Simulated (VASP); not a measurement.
The system is Au.

```
Au
1.0
     0.00000    2.03500    2.03500
     2.03500    0.00000    2.03500
     2.03500    2.03500    0.00000
Au
1
Cartesian
  0.0000 0.0000 0.0000
```

- Program: VASP 6.6.1
- Task: relaxation of cell and atoms
- Functional: r2SCAN
- Dispersion: rVV10
- Potentials or basis: VASP PAW PBE potentials, release 64 (Au_sv_GW)
- Cutoff: 550 eV
- k mesh: 11 × 11 × 11
- Occupations: fermi-dirac, width 0.05 eV
- Spin: no spin polarisation

At the start: pressure 3.8 GPa; volume 16.85 Å³/atom.

Question: How do energy, volume and symmetry change on relaxing?

Answer: Over 4 steps the energy falls by 4.1 meV/atom and the volume is 17.20 Å³/atom (+2.0 %); space group Fm-3m (No. 225, to 0.05 Å).

The path:
```tsv
step	energy change (eV)	largest force (eV/Å)	pressure (GPa)	volume (Å³)
1	0.0000	0.0000	3.80	16.85
2	0.0083	0.0000	-5.89	17.85
3	-0.0041	0.0000	-0.13	17.21
4	-0.0041	0.0000	0.08	17.20
```

Final structure:
```
Au
1.0
     0.00000    2.04866    2.04866
     2.04866    0.00000    2.04866
     2.04866    2.04866    0.00000
Au
1
Direct
  0.00000 0.00000 0.00000
```

Caveat: the PAW data sets were made with another functional, which shifts forces and pressure a little.
